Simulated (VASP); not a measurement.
# W (Fm-3m) in VASP: further runs

Runs on W. Level: PBEsol. Tasks: single point, relaxation of cell and atoms.

Program: VASP 6.6.1. These are calculated values, not measurements. Logs are shortened: lines on timing, memory, paths and dates and some standing lists are left out, and cuts for length are marked.

### 1 The cell of the first run

It takes space group Fm-3m (No. 225, cubic). The conventional cell has a = 3.742 Å, b = 3.742 Å, c = 3.742 Å, α = 90.00°, β = 90.00°, γ = 90.00°. Within 3.5 Å of W (site symmetry m-3m) lie 12 W at 2.65 Å.

### 2 Single point, PBEsol

File INCAR:

```
SYSTEM = W
PREC = Accurate
ENCUT = 500
EDIFF = 1E-6
ISMEAR = -1
SIGMA = 0.1
LREAL = .False.
LASPH = .True.
NELM = 120
ALGO = Normal
ISIF = 2
LWAVE = .False.
LCHARG = .True.
GGA = PS
LELF = .True.
LVHAR = .True.
NBANDS = 13
GGA_COMPAT = .False.
```

File KPOINTS:

```
Automatic mesh
0
Gamma
  18 18 18
  0 0 0
```

File POSCAR:

```
W
1.0
    0.0000000000      1.8708321457      1.8708321457
    1.8708321457      0.0000000000      1.8708321457
    1.8708321457      1.8708321457      0.0000000000
W
1
Direct
    0.0000000000      0.0000000000      0.0000000000
```

Potentials or basis: VASP PAW PBE potentials, release 64 (W_sv).

The run is started by

```
> cat potpaw_PBE.64/W_sv/POTCAR > POTCAR
> mpirun -np 1 vasp_std > vasp.out
```

OUTCAR:

```text
SYSTEM = W
   PREC = Accurate
   ENCUT = 500
   EDIFF = 1E-6
   ISMEAR = -1
   LREAL = .False.
   LASPH = .True.
   NELM = 120
   ISIF = 2
   GGA = PS

 ion  position               nearest neighbor table
   1  0.000  0.000  0.000-

  LATTYP: Found a face centered cubic cell.
 ALAT       =     3.7416642914

  Lattice vectors:

 A1 = (   0.0000000000,   1.8708321457,   1.8708321457)
 A2 = (   1.8708321457,   0.0000000000,   1.8708321457)
 A3 = (   1.8708321457,   1.8708321457,   0.0000000000)

Analysis of symmetry for initial positions (statically):
=====================================================================
 Subroutine PRICEL returns:
 Original cell was already a primitive cell.

 Routine SETGRP: Setting up the symmetry group for a
 face centered cubic supercell.

 Subroutine GETGRP returns: Found 48 space group operations
 (whereof 48 operations were pure point group operations)
 out of a pool of 48 trial point group operations.

The static configuration has the point symmetry O_h .

Analysis of symmetry for dynamics (positions and initial velocities):
=====================================================================
 Subroutine PRICEL returns:
 Original cell was already a primitive cell.

 Routine SETGRP: Setting up the symmetry group for a
 face centered cubic supercell.

 Subroutine GETGRP returns: Found 48 space group operations
 (whereof 48 operations were pure point group operations)
 out of a pool of 48 trial point group operations.

The dynamic configuration has the point symmetry O_h .

 Subroutine INISYM returns: Found 48 space group operations
 (whereof 48 operations are pure point group operations),
 and found     1 'primitive' translations

----------------------------------------------------------------------------------------

                                     Primitive cell

  volume of cell :      13.0959

  direct lattice vectors                    reciprocal lattice vectors
     0.000000000  1.870832146  1.870832146    -0.267260749  0.267260749  0.267260749
     1.870832146  0.000000000  1.870832146     0.267260749 -0.267260749  0.267260749
     1.870832146  1.870832146  0.000000000     0.267260749  0.267260749 -0.267260749

  length of vectors
     2.645756193  2.645756193  2.645756193     0.462909196  0.462909196  0.462909196

  position of ions in fractional coordinates (direct lattice)
     0.000000000  0.000000000  0.000000000

  ion indices of the primitive-cell ions
   primitive index   ion index
                 1           1

----------------------------------------------------------------------------------------

 KPOINTS: Automatic mesh

Automatic generation of k-mesh.
 Grid dimensions read from file:
 generate k-points for:   18   18   18

 Generating k-lattice:

  Cartesian coordinates                     Fractional coordinates (reciprocal lattice)
    -0.014847819  0.014847819  0.014847819     0.055555556  0.000000000  0.000000000
     0.014847819 -0.014847819  0.014847819     0.000000000  0.055555556  0.000000000
     0.014847819  0.014847819 -0.014847819     0.000000000  0.000000000  0.055555556

  Length of vectors
     0.025717178  0.025717178  0.025717178

  Shift w.r.t. Gamma in fractional coordinates (k-lattice)
     0.000000000  0.000000000  0.000000000

 Subroutine IBZKPT returns following result:
 ===========================================

 Found    195 irreducible k-points:

 Following reciprocal coordinates:
            Coordinates               Weight
  0.000000  0.000000  0.000000      1.000000
  0.055556  0.000000  0.000000      8.000000
  0.111111  0.000000  0.000000      8.000000
  0.166667  0.000000  0.000000      8.000000
  0.222222  0.000000  0.000000      8.000000
  0.277778  0.000000  0.000000      8.000000
[... 16 lines left out ...]
 -0.277778  0.055556  0.000000     24.000000
 -0.222222  0.055556  0.000000     24.000000
 [... further k-points ...]
   k-points           NKPTS =    195   k-points in BZ     NKDIM =    195   number of bands    NBANDS=     13
   number of dos      NEDOS =    301   number of ions     NIONS =      1
   total plane-waves  NPLWV =   8000
   dimension x,y,z NGX =    20 NGY =   20 NGZ =   20
   dimension x,y,z NGXF=    40 NGYF=   40 NGZF=   40
   ions per type =               1
   NGX,Y,Z   is equivalent  to a cutoff of  12.57, 12.57, 12.57 a.u.
   NGXF,Y,Z  is equivalent  to a cutoff of  25.13, 25.13, 25.13 a.u.
 SYSTEM =  W
   PREC   = accura    normal or accurate (medium, high low for compatibility)
   ISTART =      0    job   : 0-new  1-cont  2-samecut
   ICHARG =      2    charge: 1-file 2-atom 10-const
   ISPIN  =      1    spin polarized calculation?
   LNONCOLLINEAR =      F non collinear calculations
   LSORBIT =      F    spin-orbit coupling
   LASPH  =      T    aspherical Exc in radial PAW
   ENCUT  =  500.0 eV  36.75 Ry    6.06 a.u.   4.82  4.82  4.82*2*pi/ulx,y,z
   NELM   =    120;   NELMIN=  2; NELMDL= -5     # of ELM steps
   EDIFF  = 0.1E-05   stopping-criterion for ELM
   LREAL  =      F    real-space projection
   EDIFFG = 0.1E-04   stopping-criterion for IOM
   NSW    =      0    number of steps for IOM
   IBRION =     -1    ionic relax: 0-MD 1-quasi-New 2-CG
   NFREE  =      0    steps in history (QN), initial steepest desc. (CG)
   ISIF   =      2    stress and relaxation
   ISYM   =      2    0-nonsym 1-usesym 2-fastsym
   POTIM  = 0.5000    time-step for ionic-motion
   TEBEG  =    0.0;   TEEND  =   0.0 temperature during run
   PSTRESS=    0.0 pullay stress
   NELECT =      14.0000    total number of electrons
   NUPDOWN=      -1.0000    fix difference up-down
   EMIN   =  10.00;   EMAX   =-10.00  energy-range for DOS
   EFERMI =   0.00;   METHOD = LEGACY
   ISMEAR =    -1;   SIGMA  =   0.10  broadening in eV -4-tet -1-fermi 0-gaus
   EFERMI_NEDOS =   21; number of points for ismear=-14 and -15
   IALGO  =     38    algorithm
   IMIX   =      4    mixing-type and parameters
     AMIX     =   0.40;   BMIX     =  1.00
     AMIX_MAG =   1.60;   BMIX_MAG =  1.00
  volume/ion in A,a.u.               =      13.10        88.38
  Fermi-wavevector in a.u.,A,eV,Ry     =   1.673938  3.163284 38.124453  2.802068
  Thomas-Fermi vector in A             =   2.758821
   LORBIT       =      0    0 simple, 1 ext, 2 COOP (PROOUT), +10 PAW based schemes
   GGA     = PS    functional components
   LHFCALC =     F    Hartree Fock is set to
   AEXX    =    0.0000 exact exchange contribution
   IVDW    =     0    specifies the selected vdW correction
   LEPSILON=     F    determine dielectric tensor
   LRPA    =     F    only Hartree local field effects (RPA)
 non-spin polarized calculation
  energy-cutoff  :      500.00
  volume of cell :       13.10
 maximum number of plane-waves:       342
   NGX =  9   NGY =  9   NGZ =  9

 number of electron      13.9999999 magnetization

 Free energy of the ion-electron system (eV)
  ---------------------------------------------------
  ext. energy  EPLUGINS =         0.00000000
  ---------------------------------------------------
  free energy    TOTEN  =       -12.62626294 eV

  energy without entropy =      -12.59628093  energy(sigma->0) =      -12.61127193

 E-fermi :  13.6945     XC(G=0): -14.8606

 val. band max:       13.6936670521   @ k =   0.2222   0.2222   0.0000
 cond. band min:      13.7036019478   @ k =  -0.4444   0.1667   0.0000
 fundamental gap:      0.0099348957
 Fermi energy:        13.6944586952

 k-point     1 :       0.0000    0.0000    0.0000
  band No.  band energies     occupation
      1     -59.6058      2.00000
      2     -22.7766      2.00000
      3     -22.7766      2.00000
      4     -22.7766      2.00000
      5       3.5903      2.00000
      6      12.7548      1.99983
      7      12.7548      1.99983
      8      12.7548      1.99983
      9      17.0327      0.00000
     10      17.0327      0.00000
     11      26.7136      0.00000
     12      33.0958      0.00000
     13      33.0958      0.00000

 k-point     2 :       0.0556    0.0000    0.0000
  band No.  band energies     occupation
      1     -59.5973      2.00000
      2     -22.8580      2.00000
      3     -22.7862      2.00000
      4     -22.7862      2.00000
      5       3.7735      2.00000
      6      12.6086      1.99996
      7      12.8404      1.99961
      8      12.8404      1.99961
      9      16.9372      0.00000
     10      16.9372      0.00000
     11      27.0819      0.00000
     12      32.3927      0.00000
     13      33.4399      0.00000

 k-point     3 :       0.1111    0.0000    0.0000
  band No.  band energies     occupation
      1     -59.5727      2.00000
      2     -23.0883      2.00000
      3     -22.8136      2.00000
      4     -22.8136      2.00000
      5       4.2930      2.00000
      6      12.2464      2.00000
      7      13.0634      1.99637
      8      13.0634      1.99637
      9      16.7206      0.00000
     10      16.7206      0.00000
     11      28.0484      0.00000
     12      31.1297      0.00000
     13      34.4295      0.00000
[... 305 lines left out ...]
 k-point    23 :      -0.2778    0.0556    0.0000
  band No.  band energies     occupation
      1     -59.4167      2.00000
      2     -24.3722      2.00000
      3     -23.0625      2.00000
      4     -22.9517      2.00000
      5       6.7975      2.00000
      6      11.9881      2.00000
      7      13.0072      1.99793
      8      13.2109      1.98425
      9      17.0351      0.00000
     10      18.5861      0.00000
     11      27.0613      0.00000
     12      33.7872      0.00000
     13      38.2638      0.00000

 k-point    24 :      -0.2222    0.0556    0.0000
  band No.  band energies     occupation
      1     -59.4658      2.00000
      2     -23.9796      2.00000
      3     -23.0075      2.00000
      4     -22.8970      2.00000
      5       6.2724      2.00000
      6      11.5372      2.00000
      7      13.2925      1.96472
      8      13.4631      1.81993
      9      16.2539      0.00000
     10      17.7244      0.00000
     11      27.9121      0.00000
     12      32.8606      0.00000
     13      37.5466      0.00000

 [... further k-points ...]
[... 5 lines left out ...]
  --------------------------------------------------------------------------------------
  -------------------------------------------------------------------------------------
  Total        7.4023723      7.4023723      7.4023723      0.0000000      0.0000000     -0.0000000
  in kB      905.6221591    905.6221591    905.6221591      0.0000000      0.0000000     -0.0000000
  external PRESSURE =     905.6221591 kB  Pullay stress =       0.0000000 kB

 VOLUME and BASIS-vectors are now :
 -----------------------------------------------------------------------------
  energy-cutoff  :      500.00
  volume of cell :       13.10
      direct lattice vectors                 reciprocal lattice vectors
     0.000000000  1.870832146  1.870832146    -0.267260749  0.267260749  0.267260749
     1.870832146  0.000000000  1.870832146     0.267260749 -0.267260749  0.267260749
     1.870832146  1.870832146  0.000000000     0.267260749  0.267260749 -0.267260749

 POSITION                                       TOTAL-FORCE (eV/Angst)
 -----------------------------------------------------------------------------------
      0.00000      0.00000      0.00000         0.000000      0.000000      0.000000
 -----------------------------------------------------------------------------------
    total drift:                               -0.000000     -0.000000     -0.000000

  FREE ENERGIE OF THE ION-ELECTRON SYSTEM (eV)
  ---------------------------------------------------
  free  energy   TOTEN  =       -12.6262629408 eV

  energy  without entropy=      -12.5962809274  energy(sigma->0) =      -12.61127193
```

Wall time 14 s (1 thread of AMD EPYC 9R45 (Zen 5), shared host); peak memory 0.12 GiB.

What came out:

- Free energy: -12.6263 eV
- Pressure: 90.6 GPa
- Band gap on the k mesh: zero (band 7 reaches 18.47 eV, above the bottom of band 8 at 12.75 eV)

Caveat: the PAW data sets were made with another functional, which shifts forces and pressure a little; spin-orbit coupling is left out, which moves the levels of the heavy elements.

(Continued in part 2 of 2.)
